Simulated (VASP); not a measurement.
## BiRu (rocksalt type): single point with PBE

The system is BiRu (rocksalt type).

```
Ru Bi
1.0
     0.00000    2.71858    2.71858
     2.71858    0.00000    2.71858
     2.71858    2.71858    0.00000
Ru Bi
1 1
Direct
  0.00000 0.00000 0.00000
  0.50000 0.50000 0.50000
```

This cell differs from its parent crystal: volume scaled by 0.9405.

| Item | Value |
| --- | --- |
| Program | VASP 6.6.1 |
| Task | single point |
| Functional | PBE |
| Potentials or basis | VASP PAW PBE potentials, release 64 (Ru_pv, Bi_d) |
| Cutoff | 520 eV |
| k mesh | 10 × 10 × 10 |
| Occupations | fermi-dirac, width 0.05 eV |
| Spin | no spin polarisation |
| Dipole correction | no |
| Further INCAR settings | ALGO = Normal; EDIFF = 1e-06; NBANDS = 22 |

```yaml
Pressure: 8.2 GPa
```

Levels at points of the mesh, in eV from the Fermi level:
```csv
k point,band 10,band 11,band 12,band 13,band 14,band 15,band 16,band 17,band 18,band 19
"(0.00, 0.00, 0.00)",-1.69,-1.69,-1.69,-1.30,-1.30,2.22,2.22,2.22,5.94,7.32
"(0.50, 0.00, 0.00)",-6.23,-3.62,-3.62,-0.91,-0.91,-0.19,4.56,6.15,6.15,7.31
"(0.50, 0.50, 0.00)",-4.50,-2.65,-0.90,-0.90,-0.88,-0.46,-0.46,0.78,3.37,8.39
```

Run time: 24 s on 1 thread of Intel(R) Xeon(R) Platinum 8488C (Sapphire Rapids) (shared host), peak memory 0.19 GiB.

Caveat: spin-orbit coupling is left out, which moves the levels of the heavy elements.
